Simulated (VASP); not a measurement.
# CaO (Pm-3m) in VASP: a series of runs, part 2 of 2

VASP 6.6.1. The steps go on from the part before.

## (3) G0W0 quasiparticle levels, PBE

Input file POSCAR:

```
CaO
1.0
    2.9032089672      0.0000000000      0.0000000000
    0.0000000000      2.9032089672      0.0000000000
    0.0000000000      0.0000000000      2.9032089672
Ca O
1 1
Direct
    0.0000000000      0.0000000000      0.0000000000
    0.5000000000      0.5000000000      0.5000000000
```

Input file INCAR.step1:

```
PREC = Accurate ; ENCUT = 500
EDIFF = 1E-8 ; ISMEAR = 0
SIGMA = 0.01 ; LREAL = False
LASPH = True ; NELM = 100
ALGO = Normal ; LWAVE = True
LCHARG = False ; GGA = PE
```

Input file INCAR.step2:

```
PREC = Accurate ; ENCUT = 500
EDIFF = 1E-8 ; ISMEAR = 0
SIGMA = 0.01 ; LREAL = False
LASPH = True ; NELM = 1
ALGO = Exact ; LWAVE = True
LCHARG = False ; GGA = PE
NBANDS = 142 ; LOPTICS = True
ISTART = 1
```

Input file INCAR.step3:

```
PREC = Accurate ; ENCUT = 500
EDIFF = 1E-8 ; ISMEAR = 0
SIGMA = 0.01 ; LREAL = False
LASPH = True ; ALGO = EVGW0
LWAVE = False ; LCHARG = False
GGA = PE ; NELMGW = 1
NBANDS = 142 ; ENCUTGW = 180.0
NOMEGA = 48 ; PRECFOCK = Fast
ISTART = 1 ; NBANDSGW = 16
```

Input file KPOINTS:

```
regular mesh
0
Gamma
  6 6 6
```

Potentials or basis: VASP PAW PBE potentials, release 64 (Ca_sv_GW, O_GW).

The run is started by

```
> cat potpaw_PBE.64/Ca_sv_GW/POTCAR potpaw_PBE.64/O_GW/POTCAR > POTCAR
> cp INCAR.step1 INCAR
> mpirun -np 1 vasp_std > vasp.out
> cp INCAR.step2 INCAR
> mpirun -np 1 vasp_std > vasp.out
> cp INCAR.step3 INCAR
> mpirun -np 1 vasp_std > vasp.out
```

OUTCAR:

```text
PREC = Accurate
   ENCUT = 500
   EDIFF = 1E-8
   ISMEAR = 0
   LREAL = False
   LASPH = True
   GGA = PE
   NELMGW = 1
   ENCUTGW = 180.0
   PRECFOCK = Fast
   ISTART = 1

 ion  position               nearest neighbor table
   1  0.000  0.000  0.000-   2 2.51   2 2.51   2 2.51   2 2.51   2 2.51   2 2.51   2 2.51   2 2.51

   2  0.500  0.500  0.500-   1 2.51   1 2.51   1 2.51   1 2.51   1 2.51   1 2.51   1 2.51   1 2.51

  LATTYP: Found a simple cubic cell.
 ALAT       =     2.9032089672

  Lattice vectors:

 A1 = (   2.9032089672,   0.0000000000,   0.0000000000)
 A2 = (   0.0000000000,   2.9032089672,   0.0000000000)
 A3 = (   0.0000000000,   0.0000000000,   2.9032089672)

Analysis of symmetry for initial positions (statically):
=====================================================================
 Subroutine PRICEL returns:
 Original cell was already a primitive cell.

 Routine SETGRP: Setting up the symmetry group for a
 simple cubic supercell.

 Subroutine GETGRP returns: Found 48 space group operations
 (whereof 48 operations were pure point group operations)
 out of a pool of 48 trial point group operations.

The static configuration has the point symmetry O_h .

Analysis of symmetry for dynamics (positions and initial velocities):
=====================================================================
 Subroutine PRICEL returns:
 Original cell was already a primitive cell.

 Routine SETGRP: Setting up the symmetry group for a
 simple cubic supercell.

 Subroutine GETGRP returns: Found 48 space group operations
 (whereof 48 operations were pure point group operations)
[... 92 lines left out ...]
   LNONCOLLINEAR =      F non collinear calculations
   LSORBIT =      F    spin-orbit coupling
   LASPH  =      T    aspherical Exc in radial PAW
   ENCUT  =  500.0 eV  36.75 Ry    6.06 a.u.   5.29  5.29  5.29*2*pi/ulx,y,z
   NELM   =     60;   NELMIN=  2; NELMDL=  0     # of ELM steps
   EDIFF  = 0.1E-07   stopping-criterion for ELM
   LREAL  =      F    real-space projection
   EDIFFG = 0.1E-06   stopping-criterion for IOM
   NSW    =      0    number of steps for IOM
   IBRION =     -1    ionic relax: 0-MD 1-quasi-New 2-CG
   NFREE  =      0    steps in history (QN), initial steepest desc. (CG)
   ISIF   =      0    stress and relaxation
   ISYM   =      3    0-nonsym 1-usesym 2-fastsym
   POTIM  = 0.5000    time-step for ionic-motion
   TEBEG  =    0.0;   TEEND  =   0.0 temperature during run
   PSTRESS=    0.0 pullay stress
   NELECT =      16.0000    total number of electrons
   NUPDOWN=      -1.0000    fix difference up-down
   EMIN   =  10.00;   EMAX   =-10.00  energy-range for DOS
   EFERMI =   0.00;   METHOD = LEGACY
   ISMEAR =     0;   SIGMA  =   0.01  broadening in eV -4-tet -1-fermi 0-gaus
   EFERMI_NEDOS =   21; number of points for ismear=-14 and -15
   IALGO  =     38    algorithm
   IMIX   =      4    mixing-type and parameters
     AMIX     =   0.40;   BMIX     =  1.00
     AMIX_MAG =   1.60;   BMIX_MAG =  1.00
  volume/ion in A,a.u.               =      12.24        82.57
  Fermi-wavevector in a.u.,A,eV,Ry     =   1.420921  2.685151 27.470378  2.019016
  Thomas-Fermi vector in A             =   2.541785
   LORBIT       =      0    0 simple, 1 ext, 2 COOP (PROOUT), +10 PAW based schemes
   GGA     = PE    functional components
   LHFCALC =     T    Hartree Fock is set to
   PRECFOCK=fast      Normal, Fast or Accurate (Low or Medium for compatibility)
   ENCUT4O =  -1.0   cutoff for four orbital integrals eV
   NKREDX  =     1    reduce k-point grid by
   NKREDY  =     1    reduce k-point grid by
   NKREDZ  =     1    reduce k-point grid by
   AEXX    =    1.0000 exact exchange contribution
   HFSCREEN=    0.0000 screening length (either q_TF or 0.3 A-1)
   HFSCREENC=   0.0000 screening length for correlation (either q_TF or 0.3 A-1)
   ENCUTFOCK=  -1.0 apply spherical cutoff to Coloumb kernel
   IVDW    =     0    specifies the selected vdW correction
   LEPSILON=     F    determine dielectric tensor
   LRPA    =     F    only Hartree local field effects (RPA)
   LRPAFORCE           =     F    calculate RPA forces
   ENCUTGW             = 180.0    cutoff for response function in eV
   ENCUTGWSOFT         = 144.0    soft cutoff for Coulomb kernel in GW response function in eV
   ENCUTLF             =  -1.0    cutoff for local field effects
   NELMGW              =     1    number of iterations in solving QP/BSE equation
   NELMHF              =     1    number of iterations in the inner HF iteration
   NKREDLFX            =     1    NKREDLFY  =   1   NKREDLFZ  =   1
 non-spin polarized calculation
 Gauss-broadening in eV      SIGMA  =   0.01
  energy-cutoff  :      500.00
  volume of cell :       24.47
 maximum number of plane-waves:       632
 NGX is ok and might be reduce to    24
  NGX = 12; NGY = 12; NGZ = 12
   NGX = 11   NGY = 11   NGZ = 11
 maximum number of plane-waves:       147

 QP shifts <psi_nk| G(iteration)W_0 |psi_nk>: iteration 1
 for sc-GW calculations column KS-energies equals QP-energies in previous step
 and V_xc(KS)=  KS-energies - (<T + V_ion + V_H > + <T+V_H+V_ion>^1  + <V_x>^1)

 k-point   1 :       0.0000    0.0000    0.0000
  band No.  KS-energies  QP-energies   sigma(KS)   V_xc(KS)     V^pw_x(r,r')   Z            occupation Imag(sigma)

      1     -32.5268     -33.8073     -22.6606     -20.5381     -34.3382       0.6033       2.0000       1.1783
      2     -12.9697     -15.0662     -23.1014     -20.2625     -28.1664       0.7385       2.0000       0.3412
      3     -12.9697     -15.0662     -23.1014     -20.2625     -28.1664       0.7385       2.0000       0.3412
      4     -12.9697     -15.0662     -23.1014     -20.2625     -28.1664       0.7385       2.0000       0.3412
      5      -9.6792     -11.3529     -21.5144     -18.9625     -30.4816       0.6559       2.0000       1.0528
      6       6.4578       5.5874     -20.4672     -19.3020     -24.5063       0.7471       2.0000       0.2182
[... 375 lines left out ...]
      2     -13.7040     -15.7700     -22.4673     -19.6349     -27.6609       0.7294       2.0000       0.3501
      3     -13.7040     -15.7700     -22.4673     -19.6349     -27.6609       0.7294       2.0000       0.3501
      4     -13.7040     -15.7700     -22.4673     -19.6349     -27.6609       0.7294       2.0000       0.3501
      5      -8.4590     -10.1813     -22.7029     -20.1285     -31.4392       0.6690       2.0000       0.9435
      6       3.3399       2.2802     -17.4288     -15.9783     -21.7004       0.7306       2.0000       0.3442
[... 8 lines left out ...]
     15      19.3305      20.0195     -10.3662     -11.2107      -5.0670       0.8159       0.0000      -0.4133
     16      19.3305      20.0195     -10.3662     -11.2107      -5.0670       0.8159       0.0000      -0.4133
```

OUTCAR.step1:

```text
PREC = Accurate
   ENCUT = 500
   EDIFF = 1E-8
   ISMEAR = 0
   LREAL = False
[... 516 lines left out ...]
      0.00000      0.00000      0.00000         0.000000      0.000000      0.000000
      1.45160      1.45160      1.45160         0.000000      0.000000      0.000000
 -----------------------------------------------------------------------------------
    total drift:                                0.000000      0.000000     -0.000000

  FREE ENERGIE OF THE ION-ELECTRON SYSTEM (eV)
  ---------------------------------------------------
  free  energy   TOTEN  =       -16.7908934959 eV

  energy  without entropy=      -16.7908934959  energy(sigma->0) =      -16.79089350
```

OUTCAR.step2:

```text
PREC = Accurate
   ENCUT = 500
   EDIFF = 1E-8
   ISMEAR = 0
   LREAL = False
[... 1010 lines left out ...]
     0.00000     4.73889     4.73889     4.73889     0.00000     0.00000    -0.00000
     2.48717     5.51775     5.51775     5.51775     0.00000     0.00000    -0.00000
     4.97434     6.20217     6.20217     6.20217     0.00000     0.00000    -0.00000
     7.46151     0.11068     0.11068     0.11068    -0.00000    -0.00000     0.00000
     9.94868    -1.74050    -1.74050    -1.74050    -0.00000    -0.00000     0.00000
    12.43585     0.38877     0.38877     0.38877    -0.00000    -0.00000    -0.00000
[... 92 lines left out ...]
   243.74265     0.98532     0.98532     0.98532    -0.00000    -0.00000     0.00000
   246.22982     0.98564     0.98564     0.98564    -0.00000    -0.00000     0.00000
```

Wall time 5.1 min (1 thread of Intel Xeon Platinum 8559C (Emerald Rapids), shared host); peak memory 0.63 GiB.

Results:

| Item | Value |
| --- | --- |
| Band gap on the k mesh, mean-field level | 2.77 eV, indirect (least direct gap 3.08 eV) |
| Quasiparticle gap | 5.12 eV |
| Least direct quasiparticle gap | 5.48 eV |

Caveat: bands, screening cutoff and mesh are small and nothing is extrapolated, so the quasiparticle values aren't converged. A k mesh can miss the band edges.

## (4) G0W0 quasiparticle levels, PBE

POSCAR is that of step 3.

Input file INCAR.step1:

```
PREC = Accurate
ENCUT = 500
EDIFF = 1E-8
ISMEAR = 0
SIGMA = 0.01
LREAL = False
LASPH = True
NELM = 60
ALGO = Normal
LWAVE = True
LCHARG = False
GGA = PE
```

Input file INCAR.step2:

```
PREC = Accurate
ENCUT = 500
EDIFF = 1E-8
ISMEAR = 0
SIGMA = 0.01
LREAL = False
LASPH = True
NELM = 1
ALGO = Exact
LWAVE = True
LCHARG = False
GGA = PE
NBANDS = 142
LOPTICS = True
ISTART = 1
```

Input file INCAR.step3:

```
PREC = Accurate
ENCUT = 500
EDIFF = 1E-8
ISMEAR = 0
SIGMA = 0.01
LREAL = False
LASPH = True
ALGO = EVGW0
LWAVE = False
LCHARG = False
GGA = PE
NELMGW = 1
NBANDS = 142
ENCUTGW = 180.0
NOMEGA = 48
PRECFOCK = Fast
ISTART = 1
NBANDSGW = 16
```

KPOINTS is that of step 3.

Potentials or basis: VASP PAW PBE potentials, release 64 (Ca_sv_GW, O_GW).

The run is started by

```
> cat potpaw_PBE.64/Ca_sv_GW/POTCAR potpaw_PBE.64/O_GW/POTCAR > POTCAR
> cp INCAR.step1 INCAR
> mpirun -np 1 vasp_std > vasp.out
> cp INCAR.step2 INCAR
> mpirun -np 1 vasp_std > vasp.out
> cp INCAR.step3 INCAR
> mpirun -np 1 vasp_std > vasp.out
```

OUTCAR:

```text
PREC = Accurate
   ENCUT = 500
   EDIFF = 1E-8
   ISMEAR = 0
   LREAL = False
   LASPH = True
   GGA = PE
   NELMGW = 1
   ENCUTGW = 180.0
   PRECFOCK = Fast
   ISTART = 1

 ion  position               nearest neighbor table
   1  0.000  0.000  0.000-   2 2.51   2 2.51   2 2.51   2 2.51   2 2.51   2 2.51   2 2.51   2 2.51

   2  0.500  0.500  0.500-   1 2.51   1 2.51   1 2.51   1 2.51   1 2.51   1 2.51   1 2.51   1 2.51

  LATTYP: Found a simple cubic cell.
 ALAT       =     2.9032089672

  Lattice vectors:

[... 168 lines left out ...]
   NELMGW              =     1    number of iterations in solving QP/BSE equation
   NELMHF              =     1    number of iterations in the inner HF iteration
   NKREDLFX            =     1    NKREDLFY  =   1   NKREDLFZ  =   1
 non-spin polarized calculation
 Gauss-broadening in eV      SIGMA  =   0.01
  energy-cutoff  :      500.00
  volume of cell :       24.47
 maximum number of plane-waves:       632
 NGX is ok and might be reduce to    24
  NGX = 12; NGY = 12; NGZ = 12
   NGX = 11   NGY = 11   NGZ = 11
 maximum number of plane-waves:       147

 QP shifts <psi_nk| G(iteration)W_0 |psi_nk>: iteration 1
 for sc-GW calculations column KS-energies equals QP-energies in previous step
 and V_xc(KS)=  KS-energies - (<T + V_ion + V_H > + <T+V_H+V_ion>^1  + <V_x>^1)

 k-point   1 :       0.0000    0.0000    0.0000
  band No.  KS-energies  QP-energies   sigma(KS)   V_xc(KS)     V^pw_x(r,r')   Z            occupation Imag(sigma)

      1     -32.5268     -33.8073     -22.6606     -20.5381     -34.3382       0.6033       2.0000       1.1783
      2     -12.9697     -15.0662     -23.1014     -20.2625     -28.1664       0.7385       2.0000       0.3412
      3     -12.9697     -15.0662     -23.1014     -20.2625     -28.1664       0.7385       2.0000       0.3412
      4     -12.9697     -15.0662     -23.1014     -20.2625     -28.1664       0.7385       2.0000       0.3412
      5      -9.6792     -11.3529     -21.5144     -18.9625     -30.4816       0.6559       2.0000       1.0528
      6       6.4578       5.5874     -20.4672     -19.3020     -24.5063       0.7471       2.0000       0.2182
[... 375 lines left out ...]
      2     -13.7040     -15.7700     -22.4673     -19.6349     -27.6609       0.7294       2.0000       0.3501
      3     -13.7040     -15.7700     -22.4673     -19.6349     -27.6609       0.7294       2.0000       0.3501
      4     -13.7040     -15.7700     -22.4673     -19.6349     -27.6609       0.7294       2.0000       0.3501
      5      -8.4590     -10.1813     -22.7029     -20.1285     -31.4392       0.6690       2.0000       0.9435
      6       3.3399       2.2802     -17.4288     -15.9783     -21.7004       0.7306       2.0000       0.3442
[... 8 lines left out ...]
     15      19.3305      20.0195     -10.3662     -11.2107      -5.0670       0.8159       0.0000      -0.4133
     16      19.3305      20.0195     -10.3662     -11.2107      -5.0670       0.8159       0.0000      -0.4133
```

OUTCAR.step1:

```text
PREC = Accurate
   ENCUT = 500
   EDIFF = 1E-8
   ISMEAR = 0
   LREAL = False
[... 516 lines left out ...]
      0.00000      0.00000      0.00000         0.000000      0.000000      0.000000
      1.45160      1.45160      1.45160         0.000000      0.000000      0.000000
 -----------------------------------------------------------------------------------
    total drift:                                0.000000      0.000000     -0.000000

  FREE ENERGIE OF THE ION-ELECTRON SYSTEM (eV)
  ---------------------------------------------------
  free  energy   TOTEN  =       -16.7908934959 eV

  energy  without entropy=      -16.7908934959  energy(sigma->0) =      -16.79089350
```

OUTCAR.step2:

```text
PREC = Accurate
   ENCUT = 500
   EDIFF = 1E-8
   ISMEAR = 0
   LREAL = False
[... 1010 lines left out ...]
     0.00000     4.73889     4.73889     4.73889     0.00000     0.00000    -0.00000
     2.48717     5.51775     5.51775     5.51775     0.00000     0.00000    -0.00000
     4.97434     6.20217     6.20217     6.20217     0.00000     0.00000    -0.00000
     7.46151     0.11068     0.11068     0.11068    -0.00000    -0.00000     0.00000
     9.94868    -1.74050    -1.74050    -1.74050    -0.00000    -0.00000     0.00000
    12.43585     0.38877     0.38877     0.38877    -0.00000    -0.00000    -0.00000
[... 92 lines left out ...]
   243.74265     0.98532     0.98532     0.98532    -0.00000    -0.00000     0.00000
   246.22982     0.98564     0.98564     0.98564    -0.00000    -0.00000     0.00000
```

Run time: 14 min. Hardware: 1 thread of Intel Xeon 8259CL, shared host; peak memory 0.63 GiB.

What came out:

```
Band gap on the k mesh, mean-field level : 2.77 eV, indirect (least direct gap 3.08 eV)
Quasiparticle gap                        : 5.12 eV
Least direct quasiparticle gap           : 5.48 eV
```

Caveat: bands, screening cutoff and mesh are small and nothing is extrapolated, so the quasiparticle values aren't converged.
